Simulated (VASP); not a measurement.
# CdSe (R-3m) in VASP: further runs

CdSe is run at these levels: PBEsol; tasks: single point.

Program: VASP 6.6.1. These are calculated values, not measurements. Logs are shortened: lines on timing, memory, paths and dates and some standing lists are left out, and cuts for length are marked.

### 1 The cell of the first run

It takes space group R-3m (No. 166, trigonal). Conventional cell: a = 4.095 Å, b = 4.095 Å, c = 9.806 Å, α = 90.00°, β = 90.00°, γ = 120.00°. Cd (site symmetry -3m) has 6 Se at 2.87 Å within 3.8 Å. Within 3.8 Å of Se (site symmetry -3m) lie 6 Cd at 2.87 Å.

### 2 Single point, PBEsol

INCAR reads:

```
SYSTEM = CdSe
PREC = Accurate
ENCUT = 520
EDIFF = 1E-7
ISMEAR = -1
SIGMA = 0.05
LREAL = .False.
LASPH = .True.
NELM = 80
ALGO = Normal
ISIF = 2
LWAVE = .False.
LCHARG = .False.
GGA = PS
NBANDS = 16
```

KPOINTS reads:

```
regular mesh
0
Gamma
  6 6 6
  0 0 0
```

POSCAR reads:

```
CdSe
1.0
   -0.0431093700      2.8524033150      2.8524033150
    2.8524033150     -0.0431093700      2.8524033150
    2.8524033150      2.8524033150     -0.0431093700
Cd Se
1 1
Direct
    0.0000000000      0.0000000000      0.0000000000
    0.5000000000      0.5000000000      0.5000000000
```

Potentials or basis: VASP PAW PBE potentials, release 64 (Cd, Se).

Command:

```console
$ cat potpaw_PBE.64/Cd/POTCAR potpaw_PBE.64/Se/POTCAR > POTCAR
$ mpirun -np 1 vasp_std > vasp.out
```

OUTCAR:

```text
SYSTEM = CdSe
   PREC = Accurate
   ENCUT = 520
   EDIFF = 1E-7
   ISMEAR = -1
   LREAL = .False.
   LASPH = .True.
   NELM = 80
   ISIF = 2
   GGA = PS

 ion  position               nearest neighbor table
   1  0.000  0.000  0.000-   2 2.87   2 2.87   2 2.87   2 2.87   2 2.87   2 2.87
   2  0.500  0.500  0.500-   1 2.87   1 2.87   1 2.87   1 2.87   1 2.87   1 2.87

  LATTYP: Found a trigonal (rhomboedric) cell.
 ALAT       =     4.0341377964
 COS(alpha) =     0.4848312789

  Lattice vectors:

 A1 = (  -0.0431093700,   2.8524033150,   2.8524033150)
 A2 = (   2.8524033150,  -0.0431093700,   2.8524033150)
 A3 = (   2.8524033150,   2.8524033150,  -0.0431093700)

Analysis of symmetry for initial positions (statically):
=====================================================================
 Subroutine PRICEL returns:
 Original cell was already a primitive cell.

 Routine SETGRP: Setting up the symmetry group for a
 trigonal (rhombohedral) supercell.

 Subroutine GETGRP returns: Found 12 space group operations
 (whereof 12 operations were pure point group operations)
 out of a pool of 12 trial point group operations.

The static configuration has the point symmetry D_3d.

Analysis of symmetry for dynamics (positions and initial velocities):
=====================================================================
 Subroutine PRICEL returns:
 Original cell was already a primitive cell.

 Routine SETGRP: Setting up the symmetry group for a
 trigonal (rhombohedral) supercell.

 Subroutine GETGRP returns: Found 12 space group operations
 (whereof 12 operations were pure point group operations)
 out of a pool of 12 trial point group operations.

The dynamic configuration has the point symmetry D_3d.

 Subroutine INISYM returns: Found 12 space group operations
 (whereof 12 operations are pure point group operations),
 and found     1 'primitive' translations

----------------------------------------------------------------------------------------

                                     Primitive cell

  volume of cell :      47.4676

  direct lattice vectors                    reciprocal lattice vectors
    -0.043109370  2.852403315  2.852403315    -0.171366161  0.173995821  0.173995821
     2.852403315 -0.043109370  2.852403315     0.173995821 -0.171366161  0.173995821
     2.852403315  2.852403315 -0.043109370     0.173995821  0.173995821 -0.171366161

  length of vectors
     4.034137796  4.034137796  4.034137796     0.299859055  0.299859055  0.299859055

  position of ions in fractional coordinates (direct lattice)
     0.000000000  0.000000000  0.000000000
     0.500000000  0.500000000  0.500000000

  ion indices of the primitive-cell ions
   primitive index   ion index
                 1           1
                 2           2

----------------------------------------------------------------------------------------

 KPOINTS: regular mesh

Automatic generation of k-mesh.
 Grid dimensions read from file:
 generate k-points for:    6    6    6

 Generating k-lattice:

  Cartesian coordinates                     Fractional coordinates (reciprocal lattice)
    -0.028561027  0.028999303  0.028999303     0.166666667  0.000000000 -0.000000000
     0.028999303 -0.028561027  0.028999303     0.000000000  0.166666667 -0.000000000
     0.028999303  0.028999303 -0.028561027     0.000000000  0.000000000  0.166666667

  Length of vectors
     0.049976509  0.049976509  0.049976509

  Shift w.r.t. Gamma in fractional coordinates (k-lattice)
     0.000000000  0.000000000  0.000000000

 Subroutine IBZKPT returns following result:
 ===========================================

 Found     32 irreducible k-points:

 Following reciprocal coordinates:
            Coordinates               Weight
  0.000000  0.000000  0.000000      1.000000
  0.166667  0.000000 -0.000000      6.000000
  0.333333  0.000000 -0.000000      6.000000
  0.500000 -0.000000 -0.000000      3.000000
  0.166667  0.166667 -0.000000      6.000000
  0.333333  0.166667 -0.000000     12.000000
[... 16 lines left out ...]
  0.500000  0.500000  0.166667      6.000000
 -0.333333  0.500000  0.166667     12.000000
 [... further k-points ...]
   k-points           NKPTS =     32   k-points in BZ     NKDIM =     32   number of bands    NBANDS=     16
   number of dos      NEDOS =    301   number of ions     NIONS =      2
   total plane-waves  NPLWV =  27000
   dimension x,y,z NGX =    30 NGY =   30 NGZ =   30
   dimension x,y,z NGXF=    60 NGYF=   60 NGZF=   60
   ions per type =               1   1
   NGX,Y,Z   is equivalent  to a cutoff of  12.36, 12.36, 12.36 a.u.
   NGXF,Y,Z  is equivalent  to a cutoff of  24.73, 24.73, 24.73 a.u.
 SYSTEM =  CdSe
   PREC   = accura    normal or accurate (medium, high low for compatibility)
   ISTART =      0    job   : 0-new  1-cont  2-samecut
   ICHARG =      2    charge: 1-file 2-atom 10-const
   ISPIN  =      1    spin polarized calculation?
   LNONCOLLINEAR =      F non collinear calculations
   LSORBIT =      F    spin-orbit coupling
   LASPH  =      T    aspherical Exc in radial PAW
   ENCUT  =  520.0 eV  38.22 Ry    6.18 a.u.   7.50  7.50  7.50*2*pi/ulx,y,z
   NELM   =     80;   NELMIN=  2; NELMDL= -5     # of ELM steps
   EDIFF  = 0.1E-06   stopping-criterion for ELM
   LREAL  =      F    real-space projection
   EDIFFG = 0.1E-05   stopping-criterion for IOM
   NSW    =      0    number of steps for IOM
   IBRION =     -1    ionic relax: 0-MD 1-quasi-New 2-CG
   NFREE  =      0    steps in history (QN), initial steepest desc. (CG)
   ISIF   =      2    stress and relaxation
   ISYM   =      2    0-nonsym 1-usesym 2-fastsym
   POTIM  = 0.5000    time-step for ionic-motion
   TEBEG  =    0.0;   TEEND  =   0.0 temperature during run
   PSTRESS=    0.0 pullay stress
   NELECT =      18.0000    total number of electrons
   NUPDOWN=      -1.0000    fix difference up-down
   EMIN   =  10.00;   EMAX   =-10.00  energy-range for DOS
   EFERMI =   0.00;   METHOD = LEGACY
   ISMEAR =    -1;   SIGMA  =   0.05  broadening in eV -4-tet -1-fermi 0-gaus
   EFERMI_NEDOS =   21; number of points for ismear=-14 and -15
   IALGO  =     38    algorithm
   IMIX   =      4    mixing-type and parameters
     AMIX     =   0.40;   BMIX     =  1.00
     AMIX_MAG =   1.60;   BMIX_MAG =  1.00
  volume/ion in A,a.u.               =      23.73       160.16
  Fermi-wavevector in a.u.,A,eV,Ry     =   1.184949  2.239230 19.104009  1.404105
  Thomas-Fermi vector in A             =   2.321153
   LORBIT       =      0    0 simple, 1 ext, 2 COOP (PROOUT), +10 PAW based schemes
   GGA     = PS    functional components
   LHFCALC =     F    Hartree Fock is set to
   AEXX    =    0.0000 exact exchange contribution
   IVDW    =     0    specifies the selected vdW correction
   LEPSILON=     F    determine dielectric tensor
   LRPA    =     F    only Hartree local field effects (RPA)
 non-spin polarized calculation
  energy-cutoff  :      520.00
  volume of cell :       47.47
 maximum number of plane-waves:      1302
   NGX = 15   NGY = 15   NGZ = 15

 number of electron      18.0000006 magnetization

 Free energy of the ion-electron system (eV)
  ---------------------------------------------------
  ext. energy  EPLUGINS =         0.00000000
  ---------------------------------------------------
  free energy    TOTEN  =        -5.95714382 eV

  energy without entropy =       -5.95170871  energy(sigma->0) =       -5.95442626

 E-fermi :   2.1808     XC(G=0): -10.1893

 val. band max:        2.1267495993   @ k =   0.5000  -0.0000  -0.0000
 cond. band min:       2.9722452936   @ k =   0.5000   0.5000   0.1667
 fundamental gap:      0.8454956942
 Fermi energy:         2.1808235539

 k-point     1 :       0.0000    0.0000    0.0000
  band No.  band energies     occupation
      1     -10.7859      2.00000
      2      -5.7397      2.00000
      3      -5.7397      2.00000
      4      -5.7198      2.00000
      5      -5.7198      2.00000
      6      -5.7123      2.00000
[... 8 lines left out ...]
     15      11.7842      0.00000
     16      11.7944      0.00000

 k-point     2 :       0.1667    0.0000   -0.0000
  band No.  band energies     occupation
      1     -10.5944      2.00000
      2      -5.7986      2.00000
      3      -5.7871      2.00000
      4      -5.7383      2.00000
      5      -5.6867      2.00000
      6      -5.6827      2.00000
[... 8 lines left out ...]
     15      11.5309      0.00000
     16      11.7905      0.00000

 k-point     3 :       0.3333    0.0000   -0.0000
  band No.  band energies     occupation
      1     -10.1498      2.00000
      2      -5.9122      2.00000
      3      -5.8910      2.00000
      4      -5.8052      2.00000
      5      -5.6194      2.00000
      6      -5.6130      2.00000
[... 8 lines left out ...]
     15      13.0145      0.00000
     16      13.3691      0.00000

 k-point     4 :       0.5000   -0.0000   -0.0000
  band No.  band energies     occupation
      1      -9.8826      2.00000
      2      -5.9670      2.00000
      3      -5.9417      2.00000
      4      -5.8719      2.00000
      5      -5.5853      2.00000
      6      -5.5774      2.00000
[... 8 lines left out ...]
     15      14.7199      0.00000
     16      15.0257      0.00000
[... 324 lines left out ...]
 k-point    22 :      -0.1667    0.3333    0.1667
  band No.  band energies     occupation
      1     -10.0061      2.00000
      2      -5.8254      2.00000
      3      -5.7613      2.00000
      4      -5.7437      2.00000
      5      -5.5861      2.00000
      6      -5.5088      2.00000
[... 8 lines left out ...]
     15      15.0900      0.00000
     16      15.9402      0.00000

 k-point    23 :       0.5000    0.5000    0.1667
  band No.  band energies     occupation
      1      -9.9607      2.00000
      2      -5.8010      2.00000
      3      -5.7394      2.00000
      4      -5.5996      2.00000
      5      -5.5436      2.00000
      6      -5.3194      2.00000
[... 8 lines left out ...]
     15      16.0382      0.00000
     16      16.9291      0.00000

 k-point    24 :      -0.3333    0.5000    0.1667
  band No.  band energies     occupation
      1      -9.9151      2.00000
      2      -5.7849      2.00000
      3      -5.7756      2.00000
      4      -5.6301      2.00000
      5      -5.5278      2.00000
      6      -5.1680      2.00000
[... 8 lines left out ...]
     15      15.0321      0.00000
     16      16.9050      0.00000

 [... further k-points ...]
[... 5 lines left out ...]
  --------------------------------------------------------------------------------------
  -------------------------------------------------------------------------------------
  Total       -1.0074935     -1.0074935     -1.0074935      0.1037418      0.1037418      0.1037418
  in kB      -34.0059773    -34.0059773    -34.0059773      3.5016004      3.5016004      3.5016004
  external PRESSURE =     -34.0059773 kB  Pullay stress =       0.0000000 kB

 VOLUME and BASIS-vectors are now :
 -----------------------------------------------------------------------------
  energy-cutoff  :      520.00
  volume of cell :       47.47
      direct lattice vectors                 reciprocal lattice vectors
    -0.043109370  2.852403315  2.852403315    -0.171366161  0.173995821  0.173995821
     2.852403315 -0.043109370  2.852403315     0.173995821 -0.171366161  0.173995821
     2.852403315  2.852403315 -0.043109370     0.173995821  0.173995821 -0.171366161

 POSITION                                       TOTAL-FORCE (eV/Angst)
 -----------------------------------------------------------------------------------
      0.00000      0.00000      0.00000         0.000000     -0.000000     -0.000000
      2.83085      2.83085      2.83085        -0.000000      0.000000      0.000000
 -----------------------------------------------------------------------------------
    total drift:                               -0.000000      0.000000      0.000000

  FREE ENERGIE OF THE ION-ELECTRON SYSTEM (eV)
  ---------------------------------------------------
  free  energy   TOTEN  =        -5.9571438160 eV

  energy  without entropy=       -5.9517087103  energy(sigma->0) =       -5.95442626
```

It took 36 s on 1 thread of Intel Xeon 8259CL, shared host; peak memory 0.18 GiB.

What came out:

```
Free energy            : -5.9571 eV
Pressure               : -3.4 GPa
Band gap on the k mesh : zero (band 9 reaches 2.13 eV, above the bottom of band 10 at 1.59 eV)
```

Caveat: the PAW data sets were made with another functional, which shifts forces and pressure a little.

### 3 Single point, PBEsol

INCAR reads:

```
SYSTEM = CdSe
ALGO     = Normal         ! electronic algorithm
EDIFF    = 1E-7           ! SCF threshold, eV
ENCUT    = 520            ! plane-wave cutoff, eV
GGA      = PS             ! functional
ISIF     = 2              ! what is computed and relaxed
ISMEAR   = -1             ! smearing method
LASPH    = .True.         ! aspherical terms in the spheres
LCHARG   = .False.        ! write CHGCAR
LREAL    = .False.        ! projectors in reciprocal space
LWAVE    = .False.        ! write WAVECAR
NBANDS   = 16             ! bands
NELM     = 60             ! most SCF steps
PREC     = Accurate       ! precision mode
SIGMA    = 0.05           ! smearing width, eV
```

KPOINTS reads:

```
k-points
0
Gamma
  6 6 6
  0 0 0
```

POSCAR reads:

```
CdSe
1.0
    0.0431093700      2.8955126850      2.8955126850
    2.8955126850      0.0431093700      2.8955126850
    2.8955126850      2.8955126850      0.0431093700
Cd Se
1 1
Direct
    0.0000000000      0.0000000000      0.0000000000
    0.5000000000      0.5000000000      0.5000000000
```

Potentials or basis: VASP PAW PBE potentials, release 64 (Cd, Se).

Command:

```console
$ cat potpaw_PBE.64/Cd/POTCAR potpaw_PBE.64/Se/POTCAR > POTCAR
$ mpirun -np 1 vasp_std > vasp.out
```

Run time: 36 s. Hardware: 1 thread of Intel Xeon 8259CL, shared host; peak memory 0.18 GiB.

It converged, with:

```
Free energy            : -5.9571 eV
Pressure               : -3.4 GPa
Band gap on the k mesh : zero (band 9 reaches 2.14 eV, above the bottom of band 10 at 1.59 eV)
```

Stress tensor (GPa, compression positive):
```
-3.40 -0.36 -0.36
-0.36 -3.40 -0.36
-0.36 -0.36 -3.40
```

Levels at points of the mesh, in eV from the Fermi level:
| k point | band 7 | band 8 | band 9 | band 10 | band 11 | band 12 |
| --- | --- | --- | --- | --- | --- | --- |
| (0.00, 0.00, 0.00) | -0.78 | -0.60 | -0.60 | -0.09 | 8.32 | 8.64 |
| (0.50, 0.00, 0.00) | -4.99 | -0.14 | -0.09 | 2.80 | 5.01 | 5.16 |
| (0.50, 0.50, 0.00) | -4.18 | -2.20 | -2.04 | -0.59 | 5.31 | 9.49 |
| (0.50, 0.50, 0.50) | -5.11 | -0.04 | -0.04 | 2.96 | 5.29 | 5.29 |

Caveat: the PAW data sets were made with another functional, which shifts forces and pressure a little.

### 4 Single point, PBEsol

This run uses another cell than the first one, of the same volume but with other edges.

INCAR reads:

```
SYSTEM = CdSe
ALGO     = Normal         ! electronic algorithm
EDIFF    = 1E-6           ! SCF threshold, eV
ENCUT    = 520            ! plane-wave cutoff, eV
GGA      = PS             ! functional
ISIF     = 2              ! what is computed and relaxed
ISMEAR   = -1             ! smearing method
LASPH    = .TRUE.         ! aspherical terms in the spheres
LCHARG   = .FALSE.        ! write CHGCAR
LREAL    = .FALSE.        ! projectors in reciprocal space
LWAVE    = .FALSE.        ! write WAVECAR
NBANDS   = 16             ! bands
NELM     = 80             ! most SCF steps
PREC     = Accurate       ! precision mode
SIGMA    = 0.05           ! smearing width, eV
```

KPOINTS reads:

```
k-points
0
G
  6 6 6
  0 0 0
```

POSCAR reads:

```
CdSe
1.0
    0.0862187400      2.9170673700      2.9170673700
    2.9170673700      0.0862187400      2.9170673700
    2.9170673700      2.9170673700      0.0862187400
Cd Se
1 1
Direct
    0.0000000000      0.0000000000      0.0000000000
    0.5000000000      0.5000000000      0.5000000000
```

Command:

```console
$ cat potpaw_PBE.64/Cd/POTCAR potpaw_PBE.64/Se/POTCAR > POTCAR
$ mpirun -np 1 vasp_std > vasp.out
```

Wall time 30 s (1 thread of Intel Xeon 8259CL, shared host); peak memory 0.18 GiB.

It converged, with:

- Free energy: -5.9504 eV
- Pressure: -3.4 GPa
- Band gap on the k mesh: zero (band 9 reaches 2.21 eV, above the bottom of band 10 at 1.60 eV)

Stress tensor (GPa, compression positive):
```
-3.38 -0.75 -0.75
-0.75 -3.38 -0.75
-0.75 -0.75 -3.38
```

Levels at points of the mesh, in eV from the Fermi level:
```
           k point  band 5  band 6  band 7  band 8  band 9  band 10  band 11  band 12  band 13  band 14
(0.00, 0.00, 0.00)   -7.92   -7.92   -0.94   -0.57   -0.57    -0.13     8.10     8.72     8.72     9.43
(0.50, 0.00, 0.00)   -7.80   -7.78   -4.99   -0.21   -0.11     2.72     4.89     5.17     5.71    11.00
(0.50, 0.50, 0.00)   -7.74   -7.27   -4.21   -2.30   -1.99    -0.62     5.29     9.32    10.13    10.30
(0.50, 0.50, 0.50)   -7.80   -7.80   -5.23   -0.01   -0.01     3.06     5.42     5.42     5.93    10.96
```

Caveat: the PAW data sets were made with another functional, which shifts forces and pressure a little.

### 5 Overview

```csv
cell,gap on the mesh (eV),pressure (GPa)
"a = 4.034 Å, angles 61.0°, 2 atoms",none,-3.4
"a = 4.095 Å, angles 59.0°, 2 atoms",none,-3.4
"a = 4.126 Å, angles 58.0°, 2 atoms",none,-3.4
```

Alike in all rows: task single point; level PBEsol; potentials or basis VASP PAW PBE potentials, release 64 (Cd, Se); no spin polarisation; k mesh 6 × 6 × 6; cutoff (eV) 520; smearing fermi-dirac 0.05 eV.

Caveats: the PAW data sets were made with another functional, which shifts forces and pressure a little.

Absolute energies hang on the potentials; compare differences alone.
